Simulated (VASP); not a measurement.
Wanted: the native input for a VASP 6.6.1 run.

* Task: single point
* Functional: PBE
* Potentials or basis: VASP PAW PBE potentials, release 64 (N, Ga_d)
* Cutoff: 520 eV
* k mesh: 8 × 8 × 1
* Occupations: gaussian, width 0.05 eV
* Spin: collinear spin
* Starting moments: [0.0, 0.0, 0.0, 3.0, 0.0, 0.0, 0.0] μB
* Dipole correction: yes
* Further INCAR settings: ALGO = Normal; EDIFF = 1e-06; NBANDS = 42

The structure of Ga3N4 lies in POSCAR:

```
Ga3N4
1.0
    3.2165072845      0.0000000000      0.0000000000
    0.0000000000      3.2165072845      0.0000000000
    0.0000000000      0.0000000000     21.2198072894
N Ga
4 3
Direct
    0.0000000000      0.5000000000      0.1885031257
    0.5000000000      0.0000000000      0.2956866680
    0.0000000000      0.5000000000      0.4029970640
    0.7500000000      1.0000000000      0.4972516548
    0.5000000000      0.5000000000      0.2420948968
    0.0000000000      0.0000000000      0.3470972838
    0.5000000000      0.5000000000      0.4580535137
```

One way to write it, as run:

INCAR

```
  ALGO = Normal
  DIPOL = 0.5 0.5 0.347
  EDIFF = 1E-6
  ENCUT = 520
  GGA = PE
  IDIPOL = 3
  ISIF = 2
  ISMEAR = 0
  ISPIN = 2
  LASPH = True
  LCHARG = False
  LDIPOL = True
  LORBIT = 11
  LREAL = False
  LWAVE = False
  MAGMOM = 0 0 0 3 0 0 0
  NBANDS = 42
  NELM = 150
  PREC = Accurate
  SIGMA = 0.05
```

KPOINTS

```
k-points
0
Gamma
  8 8 1
```

Potentials or basis: VASP PAW PBE potentials, release 64 (N, Ga_d).

Launch:

```sh
$ cat potpaw_PBE.64/N/POTCAR potpaw_PBE.64/Ga_d/POTCAR > POTCAR
$ mpirun -np 1 vasp_std > vasp.out
```

It gave:

| Property | Result |
| --- | --- |
| Largest force | 2.044 eV/Å |
| Net moment | 1.83 μB per cell |
| Site moments | N +0.17, +0.08, +0.14, +0.89; Ga +0.02, +0.00 (each value once) μB |
| Valence electrons inside the program's atomic spheres | N 3.46, 3.72, 3.69, 3.49; Ga 11.80, 11.81, 11.73 |

It took 10 min on 1 thread of Intel(R) Xeon(R) Platinum 8488C (Sapphire Rapids) (shared host), peak memory 0.57 GiB.
